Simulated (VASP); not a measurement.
# RbIr (CsCl type) (Pm-3m) in VASP: further runs, part 2 of 3

VASP 6.6.1. The steps go on from the part before.

## 3. Single point, PBE

File INCAR:

```
SYSTEM = RbIr
PREC     = Accurate       ! precision mode
ENCUT    = 520            ! plane-wave cutoff, eV
EDIFF    = 1E-7           ! SCF threshold, eV
ISMEAR   = -1             ! smearing method
SIGMA    = 0.05           ! smearing width, eV
LREAL    = .False.        ! projectors in reciprocal space
LASPH    = .True.         ! aspherical terms in the spheres
NELM     = 80             ! most SCF steps
ALGO     = Normal         ! electronic algorithm
ISIF     = 2              ! what is computed and relaxed
LWAVE    = .False.        ! write WAVECAR
LCHARG   = .False.        ! write CHGCAR
GGA      = PE             ! functional
NBANDS   = 16             ! bands
```

File KPOINTS:

```
regular mesh
0
Gamma
  9 9 9
  0 0 0
```

File POSCAR:

```
RbIr
1.0
    3.8079190921      0.0000000000      0.0000000000
    0.0000000000      3.8079190921      0.0000000000
    0.0000000000      0.0000000000      3.8079190921
Rb Ir
1 1
Direct
    0.0000000000      0.0000000000      0.0000000000
    0.5000000000      0.5000000000      0.5000000000
```

Potentials or basis: VASP PAW PBE potentials, release 64 (Rb_sv, Ir).

The run is started by

```
> cat potpaw_PBE.64/Rb_sv/POTCAR potpaw_PBE.64/Ir/POTCAR > POTCAR
> mpirun -np 1 vasp_std > vasp.out
```

OUTCAR:

```text
SYSTEM = RbIr
   PREC = Accurate
   ENCUT = 520
   EDIFF = 1E-7
   ISMEAR = -1
   LREAL = .False.
   LASPH = .True.
   NELM = 80
   ISIF = 2
   GGA = PE

 ion  position               nearest neighbor table
   1  0.000  0.000  0.000-   2 3.30   2 3.30   2 3.30   2 3.30   2 3.30   2 3.30   2 3.30   2 3.30

   2  0.500  0.500  0.500-   1 3.30   1 3.30   1 3.30   1 3.30   1 3.30   1 3.30   1 3.30   1 3.30

  LATTYP: Found a simple cubic cell.
 ALAT       =     3.8079190921

[... 643 lines left out ...]

------------------------ aborting loop because EDIFF is reached ----------------------------------------

  FORCE on cell =-STRESS in cart. coord.  units (eV):
  Direction    XX          YY          ZZ          XY          YZ          ZX
  --------------------------------------------------------------------------------------
  -------------------------------------------------------------------------------------
  Total        0.0364554      0.0364554      0.0364554      0.0000000     -0.0000000      0.0000000
  in kB        1.0578152      1.0578152      1.0578152      0.0000000     -0.0000000      0.0000000
  external PRESSURE =       1.0578152 kB  Pullay stress =       0.0000000 kB

 VOLUME and BASIS-vectors are now :
 -----------------------------------------------------------------------------
  energy-cutoff  :      520.00
  volume of cell :       55.22
      direct lattice vectors                 reciprocal lattice vectors
     3.807919092  0.000000000  0.000000000     0.262610622  0.000000000  0.000000000
     0.000000000  3.807919092  0.000000000     0.000000000  0.262610622  0.000000000
     0.000000000  0.000000000  3.807919092     0.000000000  0.000000000  0.262610622

 POSITION                                       TOTAL-FORCE (eV/Angst)
 -----------------------------------------------------------------------------------
      0.00000      0.00000      0.00000         0.000000      0.000000      0.000000
      1.90396      1.90396      1.90396         0.000000      0.000000      0.000000
 -----------------------------------------------------------------------------------
    total drift:                                0.000000      0.000000      0.000000

  FREE ENERGIE OF THE ION-ELECTRON SYSTEM (eV)
  ---------------------------------------------------
  free  energy   TOTEN  =        -5.8857345070 eV

  energy  without entropy=       -5.8255793474  energy(sigma->0) =       -5.85565693
```

OSZICAR:

```text
N       E                     dE             d eps       ncg     rms          rms(c)
DAV:   1     0.108668413616E+03    0.10867E+03   -0.79946E+03  1120   0.103E+03
DAV:   2    -0.373483478887E+00   -0.10904E+03   -0.94601E+02  1176   0.223E+02
DAV:   3    -0.583925705447E+01   -0.54658E+01   -0.52515E+01  1592   0.519E+01
DAV:   4    -0.598573754796E+01   -0.14648E+00   -0.14638E+00  1472   0.814E+00
DAV:   5    -0.598868371436E+01   -0.29462E-02   -0.29459E-02  1664   0.100E+00    0.740E+00
DAV:   6    -0.590032606638E+01    0.88358E-01   -0.31854E-01  1256   0.473E+00    0.344E+00
DAV:   7    -0.588827362308E+01    0.12052E-01   -0.58993E-02  1456   0.210E+00    0.245E+00
DAV:   8    -0.588586985089E+01    0.24038E-02   -0.21443E-02  1496   0.136E+00    0.218E-01
DAV:   9    -0.588571653710E+01    0.15331E-03   -0.10501E-03  1312   0.227E-01    0.542E-02
DAV:  10    -0.588572847051E+01   -0.11933E-04   -0.15576E-04  1496   0.799E-02    0.170E-02
DAV:  11    -0.588573401681E+01   -0.55463E-05   -0.12706E-05  1432   0.278E-02    0.113E-02
DAV:  12    -0.588573443433E+01   -0.41751E-06   -0.10117E-06  1488   0.756E-03    0.251E-03
DAV:  13    -0.588573454727E+01   -0.11294E-06   -0.61692E-08  1096   0.227E-03    0.585E-04
DAV:  14    -0.588573450699E+01    0.40284E-07   -0.14478E-08   744   0.122E-03
   1 F= -.58857345E+01 E0= -.58556569E+01  d E =-.601552E-01
```

Wall time 20 s (1 thread of Oxide Virtual Turin-like, shared host); peak memory 0.14 GiB.

What came out:

```yaml
Free_energy: -5.8857 eV
Pressure: 0.1 GPa
Band_gap_on_the_k_mesh: zero (bands 9 and 10 overlap by 0.63 eV)
```

Caveat: spin-orbit coupling is left out, which moves the levels of the heavy elements.

## 4. Single point, PBE

This run uses another cell than the first one, of 27.75 Å³/atom.

File INCAR:

```
PREC = Accurate ; ENCUT = 520
EDIFF = 1E-6 ; ISMEAR = -1
SIGMA = 0.05 ; LREAL = F
LASPH = T ; NELM = 80
ALGO = Normal ; ISIF = 2
LWAVE = F ; LCHARG = F
GGA = PE ; NBANDS = 16
```

File KPOINTS:

```
regular mesh
0
Gamma
  9 9 9
```

File POSCAR:

```
RbIr
1.0
    3.8144273720      0.0000000000      0.0000000000
    0.0000000000      3.8144273720      0.0000000000
    0.0000000000      0.0000000000      3.8144273720
Rb Ir
1 1
Direct
    0.0000000000      0.0000000000      0.0000000000
    0.5000000000      0.5000000000      0.5000000000
```

Potentials or basis: VASP PAW PBE potentials, release 64 (Rb_sv, Ir).

The run is started by

```
> cat potpaw_PBE.64/Rb_sv/POTCAR potpaw_PBE.64/Ir/POTCAR > POTCAR
> mpirun -np 1 vasp_std > vasp.out
```

OUTCAR:

```text
PREC = Accurate
   ENCUT = 520
   EDIFF = 1E-6
   ISMEAR = -1
   LREAL = F
   LASPH = T
   NELM = 80
   ISIF = 2
   GGA = PE

 ion  position               nearest neighbor table
   1  0.000  0.000  0.000-   2 3.30   2 3.30   2 3.30   2 3.30   2 3.30   2 3.30   2 3.30   2 3.30

   2  0.500  0.500  0.500-   1 3.30   1 3.30   1 3.30   1 3.30   1 3.30   1 3.30   1 3.30   1 3.30

  LATTYP: Found a simple cubic cell.
 ALAT       =     3.8144273720

  Lattice vectors:

 A1 = (   3.8144273720,   0.0000000000,   0.0000000000)
 A2 = (   0.0000000000,   3.8144273720,   0.0000000000)
 A3 = (   0.0000000000,   0.0000000000,   3.8144273720)

Analysis of symmetry for initial positions (statically):
=====================================================================
 Subroutine PRICEL returns:
 Original cell was already a primitive cell.

 Routine SETGRP: Setting up the symmetry group for a
 simple cubic supercell.

 Subroutine GETGRP returns: Found 48 space group operations
 (whereof 48 operations were pure point group operations)
 out of a pool of 48 trial point group operations.

The static configuration has the point symmetry O_h .

Analysis of symmetry for dynamics (positions and initial velocities):
=====================================================================
 Subroutine PRICEL returns:
 Original cell was already a primitive cell.

 Routine SETGRP: Setting up the symmetry group for a
 simple cubic supercell.

 Subroutine GETGRP returns: Found 48 space group operations
 (whereof 48 operations were pure point group operations)
 out of a pool of 48 trial point group operations.

The dynamic configuration has the point symmetry O_h .

 Subroutine INISYM returns: Found 48 space group operations
 (whereof 48 operations are pure point group operations),
 and found     1 'primitive' translations

----------------------------------------------------------------------------------------

                                     Primitive cell

  volume of cell :      55.4994

  direct lattice vectors                    reciprocal lattice vectors
     3.814427372  0.000000000  0.000000000     0.262162548  0.000000000  0.000000000
     0.000000000  3.814427372  0.000000000     0.000000000  0.262162548  0.000000000
     0.000000000  0.000000000  3.814427372     0.000000000  0.000000000  0.262162548

  length of vectors
     3.814427372  3.814427372  3.814427372     0.262162548  0.262162548  0.262162548

  position of ions in fractional coordinates (direct lattice)
     0.000000000  0.000000000  0.000000000
     0.500000000  0.500000000  0.500000000

  ion indices of the primitive-cell ions
   primitive index   ion index
                 1           1
                 2           2

----------------------------------------------------------------------------------------

 KPOINTS: regular mesh

Automatic generation of k-mesh.
 Grid dimensions read from file:
 generate k-points for:    9    9    9

 Generating k-lattice:

  Cartesian coordinates                     Fractional coordinates (reciprocal lattice)
     0.029129172  0.000000000  0.000000000     0.111111111  0.000000000  0.000000000
     0.000000000  0.029129172  0.000000000     0.000000000  0.111111111  0.000000000
     0.000000000  0.000000000  0.029129172     0.000000000  0.000000000  0.111111111

  Length of vectors
     0.029129172  0.029129172  0.029129172

  Shift w.r.t. Gamma in fractional coordinates (k-lattice)
     0.000000000  0.000000000  0.000000000

 Subroutine IBZKPT returns following result:
 ===========================================

 Found     35 irreducible k-points:

 Following reciprocal coordinates:
            Coordinates               Weight
  0.000000  0.000000  0.000000      1.000000
  0.111111  0.000000  0.000000      6.000000
  0.222222  0.000000  0.000000      6.000000
  0.333333  0.000000  0.000000      6.000000
  0.444444  0.000000  0.000000      6.000000
  0.111111  0.111111  0.000000     12.000000
[... 16 lines left out ...]
  0.333333  0.333333  0.111111     24.000000
  0.444444  0.333333  0.111111     48.000000
 [... further k-points ...]
   k-points           NKPTS =     35   k-points in BZ     NKDIM =     35   number of bands    NBANDS=     16
   number of dos      NEDOS =    301   number of ions     NIONS =      2
   total plane-waves  NPLWV =  21952
   dimension x,y,z NGX =    28 NGY =   28 NGZ =   28
   dimension x,y,z NGXF=    56 NGYF=   56 NGZF=   56
   ions per type =               1   1
   NGX,Y,Z   is equivalent  to a cutoff of  12.20, 12.20, 12.20 a.u.
   NGXF,Y,Z  is equivalent  to a cutoff of  24.41, 24.41, 24.41 a.u.
 SYSTEM =  unknown system
   PREC   = accura    normal or accurate (medium, high low for compatibility)
   ISTART =      0    job   : 0-new  1-cont  2-samecut
   ICHARG =      2    charge: 1-file 2-atom 10-const
   ISPIN  =      1    spin polarized calculation?
   LNONCOLLINEAR =      F non collinear calculations
   LSORBIT =      F    spin-orbit coupling
   LASPH  =      T    aspherical Exc in radial PAW
   ENCUT  =  520.0 eV  38.22 Ry    6.18 a.u.   7.09  7.09  7.09*2*pi/ulx,y,z
   NELM   =     80;   NELMIN=  2; NELMDL= -5     # of ELM steps
   EDIFF  = 0.1E-05   stopping-criterion for ELM
   LREAL  =      F    real-space projection
   EDIFFG = 0.1E-04   stopping-criterion for IOM
   NSW    =      0    number of steps for IOM
   IBRION =     -1    ionic relax: 0-MD 1-quasi-New 2-CG
   NFREE  =      0    steps in history (QN), initial steepest desc. (CG)
   ISIF   =      2    stress and relaxation
   ISYM   =      2    0-nonsym 1-usesym 2-fastsym
   POTIM  = 0.5000    time-step for ionic-motion
   TEBEG  =    0.0;   TEEND  =   0.0 temperature during run
   PSTRESS=    0.0 pullay stress
   NELECT =      18.0000    total number of electrons
   NUPDOWN=      -1.0000    fix difference up-down
   EMIN   =  10.00;   EMAX   =-10.00  energy-range for DOS
   EFERMI =   0.00;   METHOD = LEGACY
   ISMEAR =    -1;   SIGMA  =   0.05  broadening in eV -4-tet -1-fermi 0-gaus
   EFERMI_NEDOS =   21; number of points for ismear=-14 and -15
   IALGO  =     38    algorithm
   IMIX   =      4    mixing-type and parameters
     AMIX     =   0.40;   BMIX     =  1.00
     AMIX_MAG =   1.60;   BMIX_MAG =  1.00
  volume/ion in A,a.u.               =      27.75       187.26
  Fermi-wavevector in a.u.,A,eV,Ry     =   1.124785  2.125536 17.213303  1.265142
  Thomas-Fermi vector in A             =   2.261459
   LORBIT       =      0    0 simple, 1 ext, 2 COOP (PROOUT), +10 PAW based schemes
   GGA     = PE    functional components
[... 5 lines left out ...]
 non-spin polarized calculation
  energy-cutoff  :      520.00
  volume of cell :       55.50
 maximum number of plane-waves:      1511
   NGX = 15   NGY = 15   NGZ = 15

 number of electron      17.9999998 magnetization

 Free energy of the ion-electron system (eV)
  ---------------------------------------------------
  ext. energy  EPLUGINS =         0.00000000
  ---------------------------------------------------
  free energy    TOTEN  =        -5.88586134 eV

  energy without entropy =       -5.82530567  energy(sigma->0) =       -5.85558351

 E-fermi :   1.7502     XC(G=0):  -9.6651

 val. band max:        1.7494058669   @ k =   0.4444   0.3333   0.1111
 cond. band min:       1.7511040449   @ k =   0.3333   0.1111   0.0000
 fundamental gap:      0.0016981780
 Fermi energy:         1.7502304048

 k-point     1 :       0.0000    0.0000    0.0000
  band No.  band energies     occupation
      1     -23.8909      2.00000
      2      -7.8065      2.00000
      3      -7.8065      2.00000
      4      -7.8065      2.00000
      5      -1.5778      2.00000
      6       0.3416      2.00000
[... 8 lines left out ...]
     15      10.4170      0.00000
     16      12.8586      0.00000

 k-point     2 :       0.1111    0.0000    0.0000
  band No.  band energies     occupation
      1     -23.8842      2.00000
      2      -7.9273      2.00000
      3      -7.8019      2.00000
      4      -7.8019      2.00000
      5      -1.3512      2.00000
      6       0.3756      2.00000
[... 8 lines left out ...]
     15      10.1181      0.00000
     16      12.7802      0.00000
[... 387 lines left out ...]
      5       0.2884      2.00000
      6       0.9572      2.00000
[... 8 lines left out ...]
     15      11.0901      0.00000
     16      13.1812      0.00000

 k-point    24 :       0.4444    0.3333    0.1111
  band No.  band energies     occupation
      1     -23.7925      2.00000
      2      -8.4659      2.00000
      3      -8.2700      2.00000
      4      -7.7776      2.00000
      5       0.2491      2.00000
      6       0.8724      2.00000
[... 8 lines left out ...]
     15      11.3372      0.00000
     16      12.7584      0.00000

 [... further k-points ...]

------------------------ aborting loop because EDIFF is reached ----------------------------------------

  FORCE on cell =-STRESS in cart. coord.  units (eV):
  Direction    XX          YY          ZZ          XY          YZ          ZX
  --------------------------------------------------------------------------------------
  -------------------------------------------------------------------------------------
  Total       -0.0060157     -0.0060157     -0.0060157     -0.0000000     -0.0000000     -0.0000000
  in kB       -0.1736641     -0.1736641     -0.1736641     -0.0000000     -0.0000000     -0.0000000
  external PRESSURE =      -0.1736641 kB  Pullay stress =       0.0000000 kB

 VOLUME and BASIS-vectors are now :
 -----------------------------------------------------------------------------
  energy-cutoff  :      520.00
  volume of cell :       55.50
      direct lattice vectors                 reciprocal lattice vectors
     3.814427372  0.000000000  0.000000000     0.262162548  0.000000000  0.000000000
     0.000000000  3.814427372  0.000000000     0.000000000  0.262162548  0.000000000
     0.000000000  0.000000000  3.814427372     0.000000000  0.000000000  0.262162548

 POSITION                                       TOTAL-FORCE (eV/Angst)
 -----------------------------------------------------------------------------------
      0.00000      0.00000      0.00000         0.000000      0.000000      0.000000
      1.90721      1.90721      1.90721         0.000000      0.000000      0.000000
 -----------------------------------------------------------------------------------
    total drift:                                0.000000      0.000000      0.000000

  FREE ENERGIE OF THE ION-ELECTRON SYSTEM (eV)
  ---------------------------------------------------
  free  energy   TOTEN  =        -5.8858613432 eV

  energy  without entropy=       -5.8253056699  energy(sigma->0) =       -5.85558351
```

It took 19 s on 1 thread of Oxide Virtual Turin-like, shared host; peak memory 0.14 GiB.

Results:

```
Free energy            : -5.8859 eV
Pressure               : 0.0 GPa
Band gap on the k mesh : zero (bands 9 and 10 overlap by 0.63 eV)
```

Caveat: spin-orbit coupling is left out, which moves the levels of the heavy elements.

(Continued in part 3 of 3.)
